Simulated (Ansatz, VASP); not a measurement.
## AlCo: VASP beside Ansatz

```
CELL_PARAMETERS angstrom
2.86169 0.00000 0.00000
0.00000 2.86169 0.00000
0.00000 0.00000 2.86169
ATOMIC_POSITIONS crystal
Al 0.00000 0.00000 0.00000
Co 0.50000 0.50000 0.50000
```

Change from the starting cell: strain +0.015 along x and y, +0.015 along z, atoms carried along.

Alike in both runs: task single point; functional PBEsol; k mesh 16 × 16 × 16; occupations gaussian, width 0.15 eV; no spin polarisation.

```csv
,VASP,Ansatz
version,VASP 6.6.1,Ansatz 0.2.0
potentials or method,"VASP PAW PBE potentials, release 64 (Al, Co), cutoff 520 eV","scalar-relativistic, plane waves, PAW"
valence electrons in the cell,12,20
```

VASP gave:

- gap on the k mesh at the Fermi level (eV): none
- pressure (GPa): -7.2

**Question.** What did Ansatz give for the same quantities?

**Answer.** gap on the k mesh at the Fermi level (eV): none; pressure (GPa): -7.3.

VASP's potentials were made for PBE, not for PBEsol. A gap of «none» marks a metal or a gap that the smearing closes. The functional is the same, so the differences come from potentials, cutoffs and numerics. VASP's potentials hold 12 valence electrons a cell and Ansatz's 20, so a difference there can come from the potentials and not from the codes.
